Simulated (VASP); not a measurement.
# GaN (F-43m) in VASP: settings compared

The runs below take GaN through single point, with RPBE, revPBE, BLYP.

All numbers are computed with VASP 6.6.1; they aren't measurements. Logs are shortened: lines on timing, memory, paths and dates and some standing lists are left out, and cuts for length are marked.

## Step 1: The cell of the first run

The structure is cubic, space group F-43m (No. 216). The conventional cell has a = 4.583 Å, b = 4.583 Å, c = 4.583 Å, α = 90.00°, β = 90.00°, γ = 90.00°. Ga (site symmetry -43m) has 4 N at 1.98 Å within 2.6 Å. Within 2.6 Å of N (site symmetry -43m) lie 4 Ga at 1.98 Å.

## Step 2: Single point, RPBE

Input file INCAR:

```
SYSTEM = GaN
  ALGO = Normal
  EDIFF = 1E-6
  ENCUT = 520
  GGA = RP
  ISIF = 2
  ISMEAR = -1
  LASPH = .TRUE.
  LCHARG = .FALSE.
  LREAL = .FALSE.
  LWAVE = .FALSE.
  NBANDS = 16
  NELM = 80
  PREC = Accurate
  SIGMA = 0.05
```

Input file KPOINTS:

```
k-points
0
G
  10 10 10
  0 0 0
```

Input file POSCAR:

```
GaN
1.0
    0.0000000000      2.2913106421      2.2913106421
    2.2913106421      0.0000000000      2.2913106421
    2.2913106421      2.2913106421      0.0000000000
Ga N
1 1
Direct
    0.0000000000      0.0000000000      0.0000000000
    0.2500000000      0.2500000000      0.2500000000
```

Potentials or basis: VASP PAW PBE potentials, release 64 (Ga_d, N).

The run is started by

```bash
> cat potpaw_PBE.64/Ga_d/POTCAR potpaw_PBE.64/N/POTCAR > POTCAR
> mpirun -np 1 vasp_std > vasp.out
```

OUTCAR:

```text
SYSTEM = GaN
   EDIFF = 1E-6
   ENCUT = 520
   GGA = RP
   ISIF = 2
   ISMEAR = -1
   LASPH = .TRUE.
   LREAL = .FALSE.
   NELM = 80
   PREC = Accurate

 ion  position               nearest neighbor table
   1  0.000  0.000  0.000-   2 1.98   2 1.98   2 1.98   2 1.98
   2  0.250  0.250  0.250-   1 1.98   1 1.98   1 1.98   1 1.98

  LATTYP: Found a face centered cubic cell.
 ALAT       =     4.5826212842

  Lattice vectors:

 A1 = (   0.0000000000,   2.2913106421,   2.2913106421)
 A2 = (   2.2913106421,   0.0000000000,   2.2913106421)
 A3 = (   2.2913106421,   2.2913106421,   0.0000000000)

Analysis of symmetry for initial positions (statically):
=====================================================================
 Subroutine PRICEL returns:
 Original cell was already a primitive cell.

 Routine SETGRP: Setting up the symmetry group for a
 face centered cubic supercell.

 Subroutine GETGRP returns: Found 24 space group operations
 (whereof 24 operations were pure point group operations)
 out of a pool of 48 trial point group operations.

The static configuration has the point symmetry T_d .

Analysis of symmetry for dynamics (positions and initial velocities):
=====================================================================
 Subroutine PRICEL returns:
 Original cell was already a primitive cell.

 Routine SETGRP: Setting up the symmetry group for a
 face centered cubic supercell.

 Subroutine GETGRP returns: Found 24 space group operations
 (whereof 24 operations were pure point group operations)
 out of a pool of 48 trial point group operations.

The dynamic configuration has the point symmetry T_d .

 Subroutine INISYM returns: Found 24 space group operations
 (whereof 24 operations are pure point group operations),
 and found     1 'primitive' translations

----------------------------------------------------------------------------------------

                                     Primitive cell

  volume of cell :      24.0592

  direct lattice vectors                    reciprocal lattice vectors
     0.000000000  2.291310642  2.291310642    -0.218215719  0.218215719  0.218215719
     2.291310642  0.000000000  2.291310642     0.218215719 -0.218215719  0.218215719
     2.291310642  2.291310642  0.000000000     0.218215719  0.218215719 -0.218215719

  length of vectors
     3.240402586  3.240402586  3.240402586     0.377960713  0.377960713  0.377960713

  position of ions in fractional coordinates (direct lattice)
     0.000000000  0.000000000  0.000000000
     0.250000000  0.250000000  0.250000000

  ion indices of the primitive-cell ions
   primitive index   ion index
                 1           1
                 2           2

----------------------------------------------------------------------------------------

 KPOINTS: k-points

Automatic generation of k-mesh.
 Grid dimensions read from file:
 generate k-points for:   10   10   10

 Generating k-lattice:

  Cartesian coordinates                     Fractional coordinates (reciprocal lattice)
    -0.021821572  0.021821572  0.021821572     0.100000000  0.000000000  0.000000000
     0.021821572 -0.021821572  0.021821572     0.000000000  0.100000000  0.000000000
     0.021821572  0.021821572 -0.021821572     0.000000000  0.000000000  0.100000000

  Length of vectors
     0.037796071  0.037796071  0.037796071

  Shift w.r.t. Gamma in fractional coordinates (k-lattice)
     0.000000000  0.000000000  0.000000000

 Subroutine IBZKPT returns following result:
 ===========================================

 Found     47 irreducible k-points:

 Following reciprocal coordinates:
            Coordinates               Weight
  0.000000  0.000000  0.000000      1.000000
  0.100000  0.000000  0.000000      8.000000
  0.200000  0.000000  0.000000      8.000000
  0.300000  0.000000  0.000000      8.000000
  0.400000  0.000000  0.000000      8.000000
  0.500000  0.000000  0.000000      4.000000
[... 16 lines left out ...]
  0.300000  0.300000  0.000000      6.000000
  0.400000  0.300000  0.000000     24.000000
 [... further k-points ...]
   k-points           NKPTS =     47   k-points in BZ     NKDIM =     47   number of bands    NBANDS=     16
   number of dos      NEDOS =    301   number of ions     NIONS =      2
   total plane-waves  NPLWV =  13824
   dimension x,y,z NGX =    24 NGY =   24 NGZ =   24
   dimension x,y,z NGXF=    48 NGYF=   48 NGZF=   48
   ions per type =               1   1
   NGX,Y,Z   is equivalent  to a cutoff of  12.31, 12.31, 12.31 a.u.
   NGXF,Y,Z  is equivalent  to a cutoff of  24.63, 24.63, 24.63 a.u.
 SYSTEM =  GaN
   PREC   = accura    normal or accurate (medium, high low for compatibility)
   ISTART =      0    job   : 0-new  1-cont  2-samecut
   ICHARG =      2    charge: 1-file 2-atom 10-const
   ISPIN  =      1    spin polarized calculation?
   LNONCOLLINEAR =      F non collinear calculations
   LSORBIT =      F    spin-orbit coupling
   LASPH  =      T    aspherical Exc in radial PAW
   ENCUT  =  520.0 eV  38.22 Ry    6.18 a.u.   6.03  6.03  6.03*2*pi/ulx,y,z
   NELM   =     80;   NELMIN=  2; NELMDL= -5     # of ELM steps
   EDIFF  = 0.1E-05   stopping-criterion for ELM
   LREAL  =      F    real-space projection
   EDIFFG = 0.1E-04   stopping-criterion for IOM
   NSW    =      0    number of steps for IOM
   IBRION =     -1    ionic relax: 0-MD 1-quasi-New 2-CG
   NFREE  =      0    steps in history (QN), initial steepest desc. (CG)
   ISIF   =      2    stress and relaxation
   ISYM   =      2    0-nonsym 1-usesym 2-fastsym
   POTIM  = 0.5000    time-step for ionic-motion
   TEBEG  =    0.0;   TEEND  =   0.0 temperature during run
   PSTRESS=    0.0 pullay stress
   NELECT =      18.0000    total number of electrons
   NUPDOWN=      -1.0000    fix difference up-down
   EMIN   =  10.00;   EMAX   =-10.00  energy-range for DOS
   EFERMI =   0.00;   METHOD = LEGACY
   ISMEAR =    -1;   SIGMA  =   0.05  broadening in eV -4-tet -1-fermi 0-gaus
   EFERMI_NEDOS =   21; number of points for ismear=-14 and -15
   IALGO  =     38    algorithm
   IMIX   =      4    mixing-type and parameters
     AMIX     =   0.40;   BMIX     =  1.00
     AMIX_MAG =   1.60;   BMIX_MAG =  1.00
  volume/ion in A,a.u.               =      12.03        81.18
  Fermi-wavevector in a.u.,A,eV,Ry     =   1.486181  2.808475 30.051649  2.208734
  Thomas-Fermi vector in A             =   2.599500
   LORBIT       =      0    0 simple, 1 ext, 2 COOP (PROOUT), +10 PAW based schemes
   GGA     = RP    functional components
   LHFCALC =     F    Hartree Fock is set to
   AEXX    =    0.0000 exact exchange contribution
   IVDW    =     0    specifies the selected vdW correction
   LEPSILON=     F    determine dielectric tensor
   LRPA    =     F    only Hartree local field effects (RPA)
 non-spin polarized calculation
  energy-cutoff  :      520.00
  volume of cell :       24.06
 maximum number of plane-waves:       662
   NGX = 13   NGY = 13   NGZ = 13

 number of electron      17.9999983 magnetization

 Free energy of the ion-electron system (eV)
  ---------------------------------------------------
  ext. energy  EPLUGINS =         0.00000000
  ---------------------------------------------------
  free energy    TOTEN  =       -11.33602299 eV

  energy without entropy =      -11.33602299  energy(sigma->0) =      -11.33602299

 E-fermi :   5.6656     XC(G=0): -11.2043

 val. band max:        4.8901578922   @ k =   0.0000   0.0000   0.0000
 cond. band min:       6.3462923873   @ k =   0.0000   0.0000   0.0000
 fundamental gap:      1.4561344950
 Fermi energy:         5.6655984519

 k-point     1 :       0.0000    0.0000    0.0000
  band No.  band energies     occupation
      1     -10.6699      2.00000
      2      -8.5287      2.00000
      3      -8.5287      2.00000
      4      -8.5287      2.00000
      5      -8.2570      2.00000
      6      -8.2570      2.00000
[... 8 lines left out ...]
     15      23.4610      0.00000
     16      23.4610      0.00000

 k-point     2 :       0.1000    0.0000    0.0000
  band No.  band energies     occupation
      1     -10.5731      2.00000
      2      -8.5170      2.00000
      3      -8.5170      2.00000
      4      -8.4854      2.00000
      5      -8.2580      2.00000
      6      -8.2580      2.00000
[... 8 lines left out ...]
     15      22.1576      0.00000
     16      22.1763      0.00000

 k-point     3 :       0.2000    0.0000    0.0000
  band No.  band energies     occupation
      1     -10.3367      2.00000
      2      -8.4899      2.00000
      3      -8.4899      2.00000
      4      -8.3109      2.00000
      5      -8.2567      2.00000
      6      -8.2567      2.00000
[... 8 lines left out ...]
     15      21.4025      0.00000
     16      21.4025      0.00000

 k-point     4 :       0.3000    0.0000    0.0000
  band No.  band energies     occupation
      1     -10.1003      2.00000
      2      -8.4659      2.00000
      3      -8.4659      2.00000
      4      -8.2449      2.00000
      5      -8.2449      2.00000
      6      -7.9120      2.00000
[... 8 lines left out ...]
     15      21.8310      0.00000
     16      21.8310      0.00000
[... 324 lines left out ...]
 k-point    22 :      -0.2000    0.2000    0.0000
  band No.  band energies     occupation
      1     -10.0284      2.00000
      2      -8.4508      2.00000
      3      -8.4396      2.00000
      4      -8.2751      2.00000
      5      -8.2600      2.00000
      6      -7.7496      2.00000
[... 8 lines left out ...]
     15      21.8823      0.00000
     16      24.9408      0.00000

 k-point    23 :       0.3000    0.3000    0.0000
  band No.  band energies     occupation
      1      -9.9610      2.00000
      2      -8.3902      2.00000
      3      -8.3661      2.00000
      4      -8.3661      2.00000
      5      -8.2136      2.00000
      6      -7.7208      2.00000
[... 8 lines left out ...]
     15      26.4471      0.00000
     16      26.6025      0.00000

 k-point    24 :       0.4000    0.3000    0.0000
  band No.  band energies     occupation
      1      -9.8759      2.00000
      2      -8.4089      2.00000
      3      -8.3366      2.00000
      4      -8.3362      2.00000
      5      -8.2048      2.00000
      6      -7.2883      2.00000
[... 8 lines left out ...]
     15      26.4637      0.00000
     16      26.8094      0.00000

 [... further k-points ...]

------------------------ aborting loop because EDIFF is reached ----------------------------------------

  FORCE on cell =-STRESS in cart. coord.  units (eV):
  Direction    XX          YY          ZZ          XY          YZ          ZX
  --------------------------------------------------------------------------------------
  -------------------------------------------------------------------------------------
  Total        0.0140524      0.0140524      0.0140524     -0.0000000      0.0000000      0.0000000
  in kB        0.9357902      0.9357902      0.9357902     -0.0000000      0.0000000      0.0000000
  external PRESSURE =       0.9357902 kB  Pullay stress =       0.0000000 kB

 VOLUME and BASIS-vectors are now :
 -----------------------------------------------------------------------------
  energy-cutoff  :      520.00
  volume of cell :       24.06
      direct lattice vectors                 reciprocal lattice vectors
     0.000000000  2.291310642  2.291310642    -0.218215719  0.218215719  0.218215719
     2.291310642  0.000000000  2.291310642     0.218215719 -0.218215719  0.218215719
     2.291310642  2.291310642  0.000000000     0.218215719  0.218215719 -0.218215719

 POSITION                                       TOTAL-FORCE (eV/Angst)
 -----------------------------------------------------------------------------------
      0.00000      0.00000      0.00000        -0.000000      0.000000      0.000000
      1.14566      1.14566      1.14566         0.000000     -0.000000     -0.000000
 -----------------------------------------------------------------------------------
    total drift:                                0.000001      0.000001      0.000001

  FREE ENERGIE OF THE ION-ELECTRON SYSTEM (eV)
  ---------------------------------------------------
  free  energy   TOTEN  =       -11.3360229908 eV

  energy  without entropy=      -11.3360229869  energy(sigma->0) =      -11.33602299
```

It took 10 s on 1 thread of Intel Xeon Platinum 8559C (Emerald Rapids), shared host; peak memory 0.14 GiB.

What came out:

* Free energy: -11.3360 eV
* Pressure: 0.1 GPa
* Band gap on the k mesh: 1.46 eV, direct

Levels at points of the mesh, in eV from the valence-band top:
```
           k point  band 5  band 6  band 7  band 8  band 9  band 10  band 11  band 12  band 13  band 14
(0.00, 0.00, 0.00)  -13.15  -13.15    0.00    0.00    0.00     1.46    10.06    10.06    10.06    17.12
(0.50, 0.00, 0.00)  -13.11  -11.92   -6.68   -0.90   -0.90     4.38     8.56    10.17    10.17    15.37
(0.50, 0.50, 0.00)  -13.08  -11.50   -5.89   -2.52   -2.52     3.40     6.45    11.50    13.54    13.54
```

Caveat: the PAW data sets were made with another functional, which shifts forces and pressure a little. As with any semilocal functional, this RPBE gap is likely too small.

## Step 3: Single point, revPBE

This run uses another cell than the first one, of 11.95 Å³/atom, 0.994 times its volume.

Input file INCAR:

```
SYSTEM = GaN
PREC     = Accurate       ! precision mode
ENCUT    = 520            ! plane-wave cutoff, eV
EDIFF    = 1E-6           ! SCF threshold, eV
ISMEAR   = -1             ! smearing method
SIGMA    = 0.05           ! smearing width, eV
LREAL    = .FALSE.        ! projectors in reciprocal space
LASPH    = .TRUE.         ! aspherical terms in the spheres
NELM     = 100            ! most SCF steps
ALGO     = Normal         ! electronic algorithm
ISIF     = 2              ! what is computed and relaxed
LWAVE    = .FALSE.        ! write WAVECAR
LCHARG   = .FALSE.        ! write CHGCAR
GGA      = RE             ! functional
NBANDS   = 16             ! bands
```

Input file KPOINTS:

```
Automatic mesh
0
G
  10 10 10
  0 0 0
```

Input file POSCAR:

```
GaN
1.0
    0.0000000000      2.2865041015      2.2865041015
    2.2865041015      0.0000000000      2.2865041015
    2.2865041015      2.2865041015      0.0000000000
Ga N
1 1
Direct
    0.0000000000      0.0000000000      0.0000000000
    0.2500000000      0.2500000000      0.2500000000
```

Potentials or basis: VASP PAW PBE potentials, release 64 (Ga_d, N).

The run is started by

```bash
> cat potpaw_PBE.64/Ga_d/POTCAR potpaw_PBE.64/N/POTCAR > POTCAR
> mpirun -np 1 vasp_std > vasp.out
```

Wall time 10 s (1 thread of Intel Xeon Platinum 8559C (Emerald Rapids), shared host); peak memory 0.14 GiB.

It converged, with:

```
Free energy            : -11.4621 eV
Pressure               : 0.1 GPa
Band gap on the k mesh : 1.48 eV, direct
```

Levels at points of the mesh, in eV from the valence-band top:
```csv
k point,band 5,band 6,band 7,band 8,band 9,band 10,band 11,band 12,band 13,band 14
"(0.00, 0.00, 0.00)",-13.14,-13.14,0.00,0.00,0.00,1.48,10.08,10.08,10.08,17.15
"(0.50, 0.00, 0.00)",-13.10,-11.91,-6.73,-0.91,-0.91,4.40,8.57,10.18,10.18,15.38
"(0.50, 0.50, 0.00)",-13.07,-11.49,-5.92,-2.54,-2.54,3.38,6.47,11.51,13.58,13.58
```

Caveat: the PAW data sets were made with another functional, which shifts forces and pressure a little. revPBE gaps usually lie below the measured ones, often by a third to a half.

[end of part 1 of 2]
